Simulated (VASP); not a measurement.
# CuW2 in VASP: a series of runs

CuW2 is run at these levels: PBE; tasks: single point, relaxation of cell and atoms.

Program: VASP 6.6.1. These are calculated values, not measurements. Logs are shortened: lines on timing, memory, paths and dates and some standing lists are left out, and cuts for length are marked.

## (1) The cell of the first run

The structure is hexagonal, space group P6/mmm (No. 191). The conventional cell has a = 4.641 Å, b = 4.641 Å, c = 2.595 Å, α = 90.00°, β = 90.00°, γ = 120.00°. Cu (site symmetry 6/mmm) has 2 Cu at 2.60 Å and 6 W at 2.68 Å within 3.4 Å. Within 3.4 Å of W (site symmetry -6m2) lie 5 W at 2.60 to 2.68 Å and 3 Cu at 2.68 Å.

## (2) Single point, PBE

INCAR

```
SYSTEM = CuW2
PREC     = Accurate       ! precision mode
ENCUT    = 520            ! plane-wave cutoff, eV
EDIFF    = 1E-6           ! SCF threshold, eV
ISMEAR   = 0              ! smearing method
SIGMA    = 0.1            ! smearing width, eV
LREAL    = .False.        ! projectors in reciprocal space
LASPH    = .True.         ! aspherical terms in the spheres
NELM     = 60             ! most SCF steps
ALGO     = Fast           ! electronic algorithm
ISIF     = 2              ! what is computed and relaxed
LWAVE    = .False.        ! write WAVECAR
LCHARG   = .False.        ! write CHGCAR
GGA      = PE             ! functional
NBANDS   = 26             ! bands
```

KPOINTS

```
Automatic mesh
0
Gamma
  6 6 6
  0 0 0
```

POSCAR

```
CuW2
1.0
    4.6413962356      0.0000000000      0.0000000000
   -2.3206981178      4.0195670491      0.0000000000
    0.0000000000      0.0000000000      2.5950859616
Cu W
1 2
Direct
    0.0000000000      0.0000000000      0.5000000000
    0.6666666667      0.3333333333      0.5000000000
    0.3333333333      0.6666666667      0.5000000000
```

Potentials or basis: VASP PAW PBE potentials, release 64 (Cu, W_sv).

Started as:

```sh
> cat potpaw_PBE.64/Cu/POTCAR potpaw_PBE.64/W_sv/POTCAR > POTCAR
> mpirun -np 1 vasp_std > vasp.out
```

OUTCAR:

```text
SYSTEM = CuW2
   PREC = Accurate
   ENCUT = 520
   EDIFF = 1E-6
   ISMEAR = 0
   LREAL = .False.
   LASPH = .True.
   NELM = 60
   ISIF = 2
   GGA = PE

 ion  position               nearest neighbor table
   1  0.000  0.000  0.500-   2 2.68   3 2.68   2 2.68   3 2.68   2 2.68   3 2.68
   2  0.667  0.333  0.500-   1 2.68   3 2.68   3 2.68   1 2.68   1 2.68   3 2.68
   3  0.333  0.667  0.500-   1 2.68   2 2.68   2 2.68   1 2.68   1 2.68   2 2.68

  LATTYP: Found a hexagonal cell.
 ALAT       =     4.6413962356
 C/A-ratio  =     0.5591175219

  Lattice vectors:

 A1 = (   4.6413962356,   0.0000000000,   0.0000000000)
 A2 = (  -2.3206981178,   4.0195670491,   0.0000000000)
 A3 = (   0.0000000000,   0.0000000000,   2.5950859616)

Analysis of symmetry for initial positions (statically):
=====================================================================
 Subroutine PRICEL returns:
 Original cell was already a primitive cell.

 Routine SETGRP: Setting up the symmetry group for a
 hexagonal supercell.

 Subroutine GETGRP returns: Found 24 space group operations
 (whereof 24 operations were pure point group operations)
 out of a pool of 24 trial point group operations.

The static configuration has the point symmetry D_6h.

Analysis of symmetry for dynamics (positions and initial velocities):
=====================================================================
 Subroutine PRICEL returns:
 Original cell was already a primitive cell.

 Routine SETGRP: Setting up the symmetry group for a
 hexagonal supercell.

 Subroutine GETGRP returns: Found 24 space group operations
 (whereof 24 operations were pure point group operations)
 out of a pool of 24 trial point group operations.

The dynamic configuration has the point symmetry D_6h.

 Subroutine INISYM returns: Found 24 space group operations
 (whereof 24 operations are pure point group operations),
 and found     1 'primitive' translations

----------------------------------------------------------------------------------------

                                     Primitive cell

  volume of cell :      48.4150

  direct lattice vectors                    reciprocal lattice vectors
     4.641396236  0.000000000  0.000000000     0.215452409  0.124391506  0.000000000
    -2.320698118  4.019567049  0.000000000     0.000000000  0.248783013  0.000000000
     0.000000000  0.000000000  2.595085962     0.000000000  0.000000000  0.385343690

  length of vectors
     4.641396236  4.641396236  2.595085962     0.248783013  0.248783013  0.385343690

  position of ions in fractional coordinates (direct lattice)
     0.000000000  0.000000000  0.500000000
     0.666666667  0.333333333  0.500000000
     0.333333333  0.666666667  0.500000000

  ion indices of the primitive-cell ions
   primitive index   ion index
                 1           1
                 2           2
                 3           3

----------------------------------------------------------------------------------------

 KPOINTS: Automatic mesh

Automatic generation of k-mesh.
 Grid dimensions read from file:
 generate k-points for:    6    6    6

 Generating k-lattice:

  Cartesian coordinates                     Fractional coordinates (reciprocal lattice)
     0.035908735  0.020731918  0.000000000     0.166666667  0.000000000  0.000000000
     0.000000000  0.041463835  0.000000000     0.000000000  0.166666667  0.000000000
     0.000000000  0.000000000  0.064223948     0.000000000  0.000000000  0.166666667

  Length of vectors
     0.041463835  0.041463835  0.064223948

  Shift w.r.t. Gamma in fractional coordinates (k-lattice)
     0.000000000  0.000000000  0.000000000

 Subroutine IBZKPT returns following result:
 ===========================================

 Found     28 irreducible k-points:

 Following reciprocal coordinates:
            Coordinates               Weight
  0.000000  0.000000  0.000000      1.000000
  0.166667  0.000000  0.000000      6.000000
  0.333333  0.000000  0.000000      6.000000
  0.500000  0.000000  0.000000      3.000000
  0.166667  0.166667  0.000000      6.000000
  0.333333  0.166667  0.000000     12.000000
[... 16 lines left out ...]
  0.166667  0.000000  0.500000      6.000000
  0.333333  0.000000  0.500000      6.000000
 [... further k-points ...]
   k-points           NKPTS =     28   k-points in BZ     NKDIM =     28   number of bands    NBANDS=     26
   number of dos      NEDOS =    301   number of ions     NIONS =      3
   total plane-waves  NPLWV =  25920
   dimension x,y,z NGX =    36 NGY =   36 NGZ =   20
   dimension x,y,z NGXF=    72 NGYF=   72 NGZF=   40
   ions per type =               1   2
   NGX,Y,Z   is equivalent  to a cutoff of  12.89, 12.89, 12.81 a.u.
   NGXF,Y,Z  is equivalent  to a cutoff of  25.79, 25.79, 25.62 a.u.
 SYSTEM =  CuW2
   PREC   = accura    normal or accurate (medium, high low for compatibility)
   ISTART =      0    job   : 0-new  1-cont  2-samecut
   ICHARG =      2    charge: 1-file 2-atom 10-const
   ISPIN  =      1    spin polarized calculation?
   LNONCOLLINEAR =      F non collinear calculations
   LSORBIT =      F    spin-orbit coupling
   LASPH  =      T    aspherical Exc in radial PAW
   ENCUT  =  520.0 eV  38.22 Ry    6.18 a.u.   8.63  8.63  4.83*2*pi/ulx,y,z
   NELM   =     60;   NELMIN=  2; NELMDL= -5     # of ELM steps
   EDIFF  = 0.1E-05   stopping-criterion for ELM
   LREAL  =      F    real-space projection
   EDIFFG = 0.1E-04   stopping-criterion for IOM
   NSW    =      0    number of steps for IOM
   IBRION =     -1    ionic relax: 0-MD 1-quasi-New 2-CG
   NFREE  =      0    steps in history (QN), initial steepest desc. (CG)
   ISIF   =      2    stress and relaxation
   ISYM   =      2    0-nonsym 1-usesym 2-fastsym
   POTIM  = 0.5000    time-step for ionic-motion
   TEBEG  =    0.0;   TEEND  =   0.0 temperature during run
   PSTRESS=    0.0 pullay stress
   NELECT =      39.0000    total number of electrons
   NUPDOWN=      -1.0000    fix difference up-down
   EMIN   =  10.00;   EMAX   =-10.00  energy-range for DOS
   EFERMI =   0.00;   METHOD = LEGACY
   ISMEAR =     0;   SIGMA  =   0.10  broadening in eV -4-tet -1-fermi 0-gaus
   EFERMI_NEDOS =   21; number of points for ismear=-14 and -15
   IALGO  =     68    algorithm
   IMIX   =      4    mixing-type and parameters
     AMIX     =   0.40;   BMIX     =  1.00
     AMIX_MAG =   1.60;   BMIX_MAG =  1.00
  volume/ion in A,a.u.               =      16.14       108.91
  Fermi-wavevector in a.u.,A,eV,Ry     =   1.523245  2.878516 31.569269  2.320276
  Thomas-Fermi vector in A             =   2.631715
   LORBIT       =      0    0 simple, 1 ext, 2 COOP (PROOUT), +10 PAW based schemes
   GGA     = PE    functional components
   LHFCALC =     F    Hartree Fock is set to
   AEXX    =    0.0000 exact exchange contribution
   IVDW    =     0    specifies the selected vdW correction
   LEPSILON=     F    determine dielectric tensor
   LRPA    =     F    only Hartree local field effects (RPA)
 non-spin polarized calculation
 RMM-DIIS sequential band-by-band and
 Gauss-broadening in eV      SIGMA  =   0.10
  energy-cutoff  :      520.00
  volume of cell :       48.41
 maximum number of plane-waves:      1318
 NGX is ok and might be reduce to    36
   NGX = 17   NGY = 17   NGZ =  9

 number of electron      39.0000004 magnetization

 Free energy of the ion-electron system (eV)
  ---------------------------------------------------
  ext. energy  EPLUGINS =         0.00000000
  ---------------------------------------------------
  free energy    TOTEN  =       -27.08132635 eV

  energy without entropy =      -27.07807512  energy(sigma->0) =      -27.07970074

 E-fermi :   8.8654     XC(G=0): -12.7013

 val. band max:        8.7922729174   @ k =   0.1667   0.0000   0.5000
 cond. band min:       8.9306773198   @ k =   0.5000   0.0000   0.0000
 fundamental gap:      0.1384044024
 Fermi energy:         8.8654320196

 k-point     1 :       0.0000    0.0000    0.0000
  band No.  band energies     occupation
      1     -65.1017      2.00000
      2     -64.9851      2.00000
      3     -29.6172      2.00000
      4     -29.6172      2.00000
      5     -28.8986      2.00000
      6     -28.8986      2.00000
[... 18 lines left out ...]
     25      13.3096      0.00000
     26      14.9446      0.00000

 k-point     2 :       0.1667    0.0000    0.0000
  band No.  band energies     occupation
      1     -65.0948      2.00000
      2     -64.9921      2.00000
      3     -29.6328      2.00000
      4     -29.5829      2.00000
      5     -28.9354      2.00000
      6     -28.8812      2.00000
[... 18 lines left out ...]
     25      13.8372      0.00000
     26      13.9816      0.00000

 k-point     3 :       0.3333    0.0000    0.0000
  band No.  band energies     occupation
      1     -65.0772      2.00000
      2     -65.0099      2.00000
      3     -29.6621      2.00000
      4     -29.5007      2.00000
      5     -29.0226      2.00000
      6     -28.8485      2.00000
[... 18 lines left out ...]
     25      12.7549      0.00000
     26      13.4090      0.00000

 k-point     4 :       0.5000    0.0000    0.0000
  band No.  band energies     occupation
      1     -65.0630      2.00000
      2     -65.0242      2.00000
      3     -29.6759      2.00000
      4     -29.4465      2.00000
      5     -29.0791      2.00000
      6     -28.8329      2.00000
[... 18 lines left out ...]
     25      12.6740      0.00000
     26      13.4724      0.00000
[... 496 lines left out ...]
      1     -64.9862      2.00000
      2     -64.8728      2.00000
      3     -30.1368      2.00000
      4     -29.9246      2.00000
      5     -29.4381      2.00000
      6     -29.4381      2.00000
[... 18 lines left out ...]
     25      16.3837      0.00000
     26      16.3856      0.00000

 k-point    23 :       0.1667    0.0000    0.5000
  band No.  band energies     occupation
      1     -64.9796      2.00000
      2     -64.8795      2.00000
      3     -30.1244      2.00000
      4     -29.9373      2.00000
      5     -29.4524      2.00000
      6     -29.4049      2.00000
[... 18 lines left out ...]
     25      15.3945      0.00000
     26      16.9206      0.00000

 k-point    24 :       0.3333    0.0000    0.5000
  band No.  band energies     occupation
      1     -64.9624      2.00000
      2     -64.8969      2.00000
      3     -30.0923      2.00000
      4     -29.9698      2.00000
      5     -29.4794      2.00000
      6     -29.3252      2.00000
[... 18 lines left out ...]
     25      14.0038      0.00000
     26      15.9395      0.00000

 [... further k-points ...]

------------------------ aborting loop because EDIFF is reached ----------------------------------------

  FORCE on cell =-STRESS in cart. coord.  units (eV):
  Direction    XX          YY          ZZ          XY          YZ          ZX
  --------------------------------------------------------------------------------------
  -------------------------------------------------------------------------------------
  Total        0.1848128      0.1848128      0.1090882      0.0000000      0.0000000     -0.0000000
  in kB        6.1159357      6.1159357      3.6100137      0.0000000      0.0000000     -0.0000000
  external PRESSURE =       5.2806284 kB  Pullay stress =       0.0000000 kB

 VOLUME and BASIS-vectors are now :
 -----------------------------------------------------------------------------
  energy-cutoff  :      520.00
  volume of cell :       48.41
      direct lattice vectors                 reciprocal lattice vectors
     4.641396236  0.000000000  0.000000000     0.215452409  0.124391506  0.000000000
    -2.320698118  4.019567049  0.000000000     0.000000000  0.248783013  0.000000000
     0.000000000  0.000000000  2.595085962     0.000000000  0.000000000  0.385343690

 POSITION                                       TOTAL-FORCE (eV/Angst)
 -----------------------------------------------------------------------------------
      0.00000      0.00000      1.29754        -0.000000      0.000000      0.000000
      2.32070      1.33986      1.29754         0.000000      0.000000      0.000000
     -0.00000      2.67971      1.29754        -0.000000     -0.000000     -0.000000
 -----------------------------------------------------------------------------------
    total drift:                                0.000000     -0.000000     -0.000000

  FREE ENERGIE OF THE ION-ELECTRON SYSTEM (eV)
  ---------------------------------------------------
  free  energy   TOTEN  =       -27.0813263545 eV

  energy  without entropy=      -27.0780751193  energy(sigma->0) =      -27.07970074
```

Wall time 19 s (1 thread of Intel Xeon 6975P-C (Granite Rapids), shared host); peak memory 0.17 GiB.

What came out:

- Free energy: -27.0813 eV
- Pressure: 0.5 GPa

Caveat: the k points lie up to 0.40 Å⁻¹ apart; spin-orbit coupling is left out, which moves the levels of the heavy elements.

(Part 1 of 2 ends here.)
